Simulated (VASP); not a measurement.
ZnS:

```
Zn S
1.0
     3.82270    0.00000    0.00000
    -1.91135    3.31056    0.00000
     0.00000    0.00000    6.26070
Zn S
2 2
Direct
  0.33333 0.66667 0.00000
  0.66667 0.33333 0.50000
  0.33333 0.66667 0.37480
  0.66667 0.33333 0.87480
```

Base run:

| Item | Value |
| --- | --- |
| Program | VASP 6.6.1 |
| Functional | PBEsol |
| Potentials or basis | VASP PAW PBE potentials, release 64 (Zn, S) |
| Cutoff | 520 eV |
| k mesh | 13 × 13 × 7 |
| Occupations | fermi-dirac, width 0.02 eV |
| Spin | no spin polarisation |

Its results: band gap on the k mesh 2.03 eV; pressure -2.0 GPa.

Task: The run is repeated on the same cell with these changes: functional from PBEsol to r2SCAN. What comes out?

Result: Band gap on the k mesh 2.74 eV; pressure -0.8 GPa.

Caveats: the PAW data sets were made with another functional, which shifts forces and pressure a little; an odd mesh through Γ misses points on the zone boundary, where band edges can lie.
